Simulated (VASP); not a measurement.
# CuO in VASP: further runs, part 2 of 2

VASP 6.6.1. Earlier steps stand in the parts before.

## Step 3: Relaxation of cell and atoms, PBEsol, target pressure 5 GPa, at which the enthalpy is minimised

This run uses another cell than the first one, of 10.16 Å³/atom.

File INCAR:

```
SYSTEM = CuO
PREC = Accurate ; ENCUT = 600
EDIFF = 1E-7 ; ISMEAR = -1
SIGMA = 0.05 ; LREAL = .FALSE.
LASPH = .TRUE. ; NELM = 60
ALGO = Normal ; ISIF = 3
LWAVE = .FALSE. ; LCHARG = .FALSE.
GGA = PS ; IBRION = 2
NSW = 80 ; EDIFFG = -0.005
PSTRESS = 50.0
```

File KPOINTS:

```
regular mesh
0
G
  10 10 5
  0 0 0
```

File POSCAR:

```
CuO
1.0
    2.3446500000     -1.7134000000      0.0000000000
    2.3446500000      1.7134000000      0.0000000000
   -0.8605543552      0.0000000000      5.0594363927
Cu O
2 2
Direct
    0.4968000000      0.0032000000      0.5000000000
    0.0032000000      0.4968000000      0.0000000000
    0.4056000000      0.5714000000      0.7537000000
    0.5714000000      0.4056000000      0.2537000000
```

Potentials or basis: VASP PAW PBE potentials, release 64 (Cu, O).

The run is started by

```console
$ cat potpaw_PBE.64/Cu/POTCAR potpaw_PBE.64/O/POTCAR > POTCAR
$ mpirun -np 1 vasp_std > vasp.out
```

OUTCAR:

```text
SYSTEM = CuO
   PREC = Accurate
   ENCUT = 600
   EDIFF = 1E-7
   ISMEAR = -1
   LREAL = .FALSE.
   LASPH = .TRUE.
   NELM = 60
   ISIF = 3
   GGA = PS
   IBRION = 2
   NSW = 80
   EDIFFG = -0.005
   PSTRESS = 50.0

 ion  position               nearest neighbor table
   1  0.497  0.003  0.500-   4 1.91   3 1.93   4 1.98   3 2.02
   2  0.003  0.497  0.000-   3 1.91   4 1.93   3 1.98   4 2.02
   3  0.406  0.571  0.754-   2 1.91   1 1.93   2 1.98   1 2.02
   4  0.571  0.406  0.254-   1 1.91   2 1.93   1 1.98   2 2.02

  LATTYP: Found a base centered monoclinic cell.
 ALAT       =     4.6893000000
 B/A-ratio  =     0.7307700510
 C/A-ratio  =     1.0944277397
 COS(beta)  =    -0.1676807457

  Lattice vectors:

 A1 = (   2.3446500000,  -1.7134000000,   0.0000000000)
 A2 = (   2.3446500000,   1.7134000000,   0.0000000000)
 A3 = (  -0.8605543552,   0.0000000000,   5.0594363927)

Analysis of symmetry for initial positions (statically):
=====================================================================
 Subroutine PRICEL returns:
 Original cell was already a primitive cell.

 Routine SETGRP: Setting up the symmetry group for a
[... 183 lines left out ...]
  in kB      -24.9428564     -2.3856420    -36.3467205      0.0000000      0.0000000    -11.4975453
  external PRESSURE =     -71.2250730 kB  Pullay stress =      50.0000000 kB
[... 103 lines left out ...]
  energy  without entropy=      -21.3182515205  energy(sigma->0) =      -21.32744265

  enthalpy is  TOTEN    =       -20.1258273229 eV   P V=        1.2108064475

[... ionic steps 4 to 62 ...]

--------------------------------------- Ionic step       63  -------------------------------------------

 number of electron      34.0000004 magnetization

------------------------ aborting loop because EDIFF is reached ----------------------------------------
[... 75 lines left out ...]
--------------------------------------- Ionic step       65  -------------------------------------------

 number of electron      34.0000004 magnetization

 Free energy of the ion-electron system (eV)
  ---------------------------------------------------
  ext. energy  EPLUGINS =         0.00000000
  ---------------------------------------------------
  free energy    TOTEN  =       -21.45927572 eV

  energy without entropy =      -21.43875125  energy(sigma->0) =      -21.44901349

 E-fermi :   5.5739     XC(G=0): -11.9874

 val. band max:        5.5700976065   @ k =  -0.4000   0.0000   0.2000
 cond. band min:       5.5755875196   @ k =   0.3000   0.1000   0.0000
 fundamental gap:      0.0054899131
 Fermi energy:         5.5738708996

 k-point     1 :       0.0000    0.0000    0.0000
  band No.  band energies     occupation
      1     -14.7045      2.00000
      2     -13.2535      2.00000
      3      -3.2142      2.00000
      4      -0.3238      2.00000
      5      -0.1881      2.00000
      6       1.4969      2.00000
[... 565 lines left out ...]
     20      11.1331      0.00000
     21      15.0301      0.00000

 [... further k-points ...]

------------------------ aborting loop because EDIFF is reached ----------------------------------------

  FORCE on cell =-STRESS in cart. coord.  units (eV):
  Direction    XX          YY          ZZ          XY          YZ          ZX
  --------------------------------------------------------------------------------------
  -------------------------------------------------------------------------------------
  Total        1.2837122      1.2967574      1.2741657      0.0000000      0.0000000      0.0062576
  in kB       49.7037738     50.2088658     49.3341454      0.0000000      0.0000000      0.2422873
  external PRESSURE =      -0.2510716 kB  Pullay stress =      50.0000000 kB
[... 23 lines left out ...]
  energy  without entropy=      -21.4387512485  energy(sigma->0) =      -21.44901349

  enthalpy is  TOTEN    =       -20.1679127990 eV   P V=        1.2913629245

 reached required accuracy - stopping structural energy minimisation
```

CONTCAR:

```text
CuO
   1.00000000000000
     2.0797393838296823   -1.9493001680653668    0.1185923526178668
     2.0797393838296823    1.9493001680653668    0.1185923526178668
    -0.4835496687931358    0.0000000000000000    5.0759635974094302
  Cu              O
     2     2
Direct
     0.4942214450112558    0.9943078000507302    0.5018558763073874
     0.9943078000507302    0.4942214450112558    0.0018558763073876
     0.4818897994927499    0.5065809554452607    0.7518441236926147
     0.5065809554452607    0.4818897994927499    0.2518441236926143

  0.00000000E+00  0.00000000E+00  0.00000000E+00
  0.00000000E+00  0.00000000E+00  0.00000000E+00
  0.00000000E+00  0.00000000E+00  0.00000000E+00
  0.00000000E+00  0.00000000E+00  0.00000000E+00
```

Run time: 39 min. Hardware: 1 thread of Intel Xeon 6975P-C (Granite Rapids), shared host; peak memory 0.29 GiB.

What came out:

- Free energy: -21.4593 eV
- Relaxed volume: 10.34 Å³/atom
- Relaxed cell: a = 2.853 Å, b = 2.853 Å, c = 5.099 Å, α = 91.59°, β = 91.59°, γ = 86.20°
- Space group after relaxing (to 0.1 Å): C2/c (No. 15)
- Energy change on relaxing (the run minimises the enthalpy): -37.7 meV/atom
- Ionic steps: 65
- Pressure after relaxing: 5.0 GPa
- Largest force after relaxing: 0.005 eV/Å
- Band gap on the k mesh: zero (bands 17 and 18 overlap by 0.98 eV)

Forces in eV/Å, atoms in the order of the input:
```
Cu  -0.003 -0.003 -0.001
Cu  -0.003  0.003 -0.001
O    0.003 -0.004  0.001
O    0.003  0.004  0.001
```

The path:
| step | energy change (eV) | largest force (eV/Å) | pressure (GPa) | volume (Å³) |
| --- | --- | --- | --- | --- |
| 1 | 0.0000 | 0.7555 | -2.12 | 40.65 |
| 3 | -0.0282 | 0.1983 | 6.80 | 38.80 |
| 5 | -0.0447 | 0.0840 | 5.01 | 39.14 |
| 7 | -0.0544 | 0.0281 | 4.92 | 39.32 |
| 9 | -0.0576 | 0.0651 | 5.01 | 39.40 |
| 11 | -0.0638 | 0.0496 | 5.07 | 39.50 |
| 13 | -0.0860 | 0.1049 | 5.65 | 39.92 |
| 15 | -0.1087 | 0.2313 | 6.01 | 40.49 |
| 17 | -0.1430 | 0.1238 | 3.00 | 41.50 |
| 19 | -0.1318 | 0.1119 | 4.48 | 41.05 |
| 21 | -0.1224 | 0.1871 | 6.25 | 40.74 |
| 23 | -0.1298 | 0.0949 | 5.26 | 40.91 |
| 25 | -0.1365 | 0.1006 | 4.24 | 41.11 |
| 27 | -0.1330 | 0.0464 | 5.10 | 40.95 |
| 29 | -0.1338 | 0.0299 | 5.11 | 40.97 |
| 31 | -0.1370 | 0.0237 | 4.88 | 41.06 |
| 33 | -0.1383 | 0.0757 | 5.38 | 41.09 |
| 35 | -0.1391 | 0.0517 | 5.17 | 41.10 |
| 37 | -0.1463 | 0.0213 | 4.74 | 41.29 |
| 39 | -0.1489 | 0.0294 | 4.54 | 41.37 |
| 41 | -0.1455 | 0.0455 | 5.42 | 41.24 |
| 43 | -0.1493 | 0.0300 | 4.95 | 41.34 |
| 45 | -0.1493 | 0.0155 | 5.02 | 41.34 |
| 47 | -0.1498 | 0.0173 | 4.97 | 41.35 |
| 49 | -0.1497 | 0.0055 | 5.09 | 41.35 |
| 51 | -0.1508 | 0.0051 | 4.95 | 41.38 |
| 53 | -0.1513 | 0.0067 | 4.85 | 41.40 |
| 55 | -0.1510 | 0.0073 | 4.94 | 41.39 |
| 57 | -0.1506 | 0.0068 | 5.00 | 41.37 |
| 59 | -0.1499 | 0.0067 | 5.13 | 41.35 |
| 61 | -0.1506 | 0.0065 | 5.03 | 41.37 |
| 63 | -0.1506 | 0.0031 | 5.00 | 41.37 |
| 65 | -0.1509 | 0.0046 | 4.97 | 41.38 |

Final structure:
```
Cu O
1.0
     2.07974   -1.94930    0.11859
     2.07974    1.94930    0.11859
    -0.48355    0.00000    5.07596
Cu O
2 2
Cartesian
  2.8531 0.9748 2.7239
  3.0949 -0.9748 0.1859
  1.6922 0.0481 3.9336
  1.9340 -0.0481 1.3956
```

Levels at points of the mesh, in eV from the Fermi level:
```
           k point  band 14  band 15  band 16  band 17  band 18  band 19  band 20  band 21
(0.00, 0.00, 0.00)    -2.53    -2.45    -2.07     0.63     0.80     1.57     6.09     7.54
(0.50, 0.00, 0.00)    -2.02    -1.66    -1.60     0.24     0.47     3.44     6.15     6.68
(0.50, 0.50, 0.00)    -2.46    -1.65    -1.25    -1.19     1.24     1.92     7.18     9.37
```

Caveat: the cell is relaxed towards a set pressure, so the run minimises the enthalpy, not the energy; the PAW data sets were made with another functional, which shifts forces and pressure a little; semilocal functionals often make such compounds metallic where correlation or magnetic order opens a gap, which also shifts bond lengths.

## Step 4: Relaxation of cell and atoms, PBEsol, target pressure 10 GPa, at which the enthalpy is minimised

This run uses another cell than the first one, of 10.16 Å³/atom.

File INCAR:

```
ALGO = Normal ; EDIFF = 1E-6
EDIFFG = -0.005 ; ENCUT = 600
GGA = PS ; IBRION = 2
ISIF = 3 ; ISMEAR = -1
LASPH = T ; LCHARG = F
LREAL = F ; LWAVE = F
NELM = 80 ; NSW = 80
PREC = Accurate ; PSTRESS = 100.0
SIGMA = 0.05
```

File KPOINTS:

```
k-points
0
Gamma
  10 10 5
```

POSCAR is that of step 3.

The run is started by

```console
$ cat potpaw_PBE.64/Cu/POTCAR potpaw_PBE.64/O/POTCAR > POTCAR
$ mpirun -np 1 vasp_std > vasp.out
```

Run time: 21 min. Hardware: 1 thread of Intel Xeon 6975P-C (Granite Rapids), shared host; peak memory 0.26 GiB.

It converged, with:

```yaml
Free_energy: -21.2974 eV
Relaxed_volume: 9.49 Å³/atom
Relaxed_cell: a = 2.839 Å, b = 2.839 Å, c = 5.036 Å, α = 99.27°, β = 99.27°, γ = 72.77°
Space_group_after_relaxing_to_0.1_Å: C2/c (No. 15)
Energy_change_on_relaxing_the_run_minimises_the_enthalpy: +2.8 meV/atom
Ionic_steps: 49
Pressure_after_relaxing: 10.1 GPa
Band_gap_on_the_k_mesh: zero (bands 17 and 18 overlap by 0.59 eV)
```

Forces on the atoms (eV/Å):
```
Cu   0.000  0.000  0.000
Cu   0.000  0.000  0.000
O    0.000  0.003  0.000
O    0.000 -0.003  0.000
```

Step by step:
```tsv
step	energy change (eV)	largest force (eV/Å)	pressure (GPa)	volume (Å³)
1	0.0000	0.7555	-2.19	40.65
3	0.0212	0.3406	11.38	38.00
5	0.0009	0.1768	9.91	38.19
7	-0.0021	0.0233	9.62	38.21
9	0.0034	0.0417	10.16	38.11
11	0.0055	0.0475	10.16	38.08
13	0.0056	0.0246	10.00	38.07
15	0.0037	0.0077	9.78	38.10
17	0.0034	0.0152	9.67	38.10
19	0.0084	0.0583	9.91	38.02
21	0.0130	0.0112	10.24	37.94
23	0.0109	0.0163	10.16	37.97
25	0.0104	0.0184	10.00	37.98
27	0.0099	0.0121	9.96	37.99
29	0.0095	0.0094	9.83	38.00
31	0.0095	0.0095	9.84	38.00
33	0.0096	0.0084	9.83	37.99
35	0.0105	0.0057	9.91	37.98
37	0.0107	0.0086	9.93	37.98
39	0.0114	0.0063	10.10	37.96
41	0.0110	0.0075	9.94	37.97
43	0.0112	0.0069	10.14	37.97
45	0.0112	0.0072	10.05	37.97
47	0.0109	0.0106	9.93	37.97
49	0.0110	0.0026	10.06	37.97
```

Final structure:
```
Cu O
1.0
     2.28483   -1.68399   -0.03915
     2.28483    1.68399   -0.03915
    -0.92344    0.00000    4.95011
Cu O
2 2
Direct
  0.49434 0.99421 0.50187
  0.99421 0.49434 0.00187
  0.40680 0.58165 0.75183
  0.58165 0.40680 0.25183
```

Levels at points of the mesh, in eV from the Fermi level:
| k point | band 14 | band 15 | band 16 | band 17 | band 18 | band 19 | band 20 | band 21 |
| --- | --- | --- | --- | --- | --- | --- | --- | --- |
| (0.00, 0.00, 0.00) | -2.38 | -2.34 | -1.75 | 0.21 | 0.97 | 1.94 | 5.85 | 8.61 |
| (0.50, 0.00, 0.00) | -1.72 | -1.61 | -1.51 | -0.03 | 0.20 | 4.94 | 6.60 | 7.21 |
| (0.50, 0.50, 0.00) | -2.27 | -1.76 | -1.29 | -0.61 | 1.11 | 3.06 | 7.19 | 8.56 |

Caveat: the cell is relaxed towards a set pressure, so the run minimises the enthalpy, not the energy; the PAW data sets were made with another functional, which shifts forces and pressure a little; semilocal functionals often make such compounds metallic where correlation or magnetic order opens a gap, which also shifts bond lengths. With open d or f shells a metallic result of PBEsol can be an artefact of self-interaction; +U or a hybrid may open a gap.

## Step 5: Overview

| task | level | potentials or basis | cell | k mesh | cutoff (eV) | gap on the mesh (eV) | pressure (GPa) |
| --- | --- | --- | --- | --- | --- | --- | --- |
| single point | PBE | VASP PAW PBE potentials, release 64 (Cu_sv_GW, O) | a = 2.962, b = 2.962, c = 5.135 Å, angles 97.9, 97.9, 72.3°, 4 atoms, atomic positions A | 8 × 8 × 5 | 820 | none | 0.2 |
| relaxation of cell and atoms | PBEsol | VASP PAW PBE potentials, release 64 (Cu, O) | relaxed to 5 GPa from a = 2.904, b = 2.904, c = 5.132 Å, angles 97.8, 97.8, 72.3°, 4 atoms, atomic positions B | 10 × 10 × 5 | 600 | none | 5.0 |
| relaxation of cell and atoms | PBEsol | VASP PAW PBE potentials, release 64 (Cu, O) | relaxed to 10 GPa from a = 2.904, b = 2.904, c = 5.132 Å, angles 97.8, 97.8, 72.3°, 4 atoms, atomic positions B | 10 × 10 × 5 | 600 | none | 10.1 |

Alike in all rows: no spin polarisation; smearing fermi-dirac 0.05 eV.

Caveats: semilocal functionals often make such compounds metallic where correlation or magnetic order opens a gap, which also shifts bond lengths; the cell is relaxed towards a set pressure, so the run minimises the enthalpy, not the energy (at least some runs); the PAW data sets were made with another functional, which shifts forces and pressure a little (at least some runs); the stress differs along the axes, from -3 to 3 GPa (at least some runs).

Absolute energies hang on the potentials; compare differences alone.

The gap in the log of VASP goes by the Fermi energy; the results here count the filled bands.